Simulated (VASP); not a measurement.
Write the native input for VASP 6.6.1 that does the following.

- Task: single point
- Functional: PBE
- Potentials or basis: VASP PAW PBE potentials, release 64 (Be, S)
- Cutoff: 520 eV
- k mesh: 13 × 13 × 13
- Occupations: fermi-dirac, width 0.08 eV
- Spin: no spin polarisation
- Dipole correction: no
- Further INCAR settings: ALGO = Normal; EDIFF = 1e-07; NBANDS = 11

The structure of BeS (rocksalt type) lies in POSCAR:

```
BeS
1.0
    0.0000000000      2.3335901292      2.3335901292
    2.3335901292      0.0000000000      2.3335901292
    2.3335901292      2.3335901292      0.0000000000
Be S
1 1
Direct
    0.0000000000      0.0000000000      0.0000000000
    0.5000000000      0.5000000000      0.5000000000
```

This cell differs from its parent crystal: volume scaled by 1.025.

These files were run (other wordings do the same):

INCAR

```
SYSTEM = BeS
  PREC = Accurate
  ENCUT = 520
  EDIFF = 1E-7
  ISMEAR = -1
  SIGMA = 0.08
  LREAL = .FALSE.
  LASPH = .TRUE.
  NELM = 60
  ALGO = Normal
  ISIF = 2
  LWAVE = .FALSE.
  LCHARG = .FALSE.
  GGA = PE
  NBANDS = 11
```

KPOINTS

```
Automatic mesh
0
G
  13 13 13
  0 0 0
```

Potentials or basis: VASP PAW PBE potentials, release 64 (Be, S).

Run with:

```console
$ cat potpaw_PBE.64/Be/POTCAR potpaw_PBE.64/S/POTCAR > POTCAR
$ mpirun -np 1 vasp_std > vasp.out
```

It gave:

```
Pressure               : -2.6 GPa
Band gap on the k mesh : 1.00 eV, indirect (least direct gap 4.07 eV)
```

Wall time 26 s on 1 thread of Intel(R) Xeon(R) Platinum 8259CL CPU @ 2.50GHz (Skylake/Cascade Lake), on a shared host, peak memory 0.16 GiB.
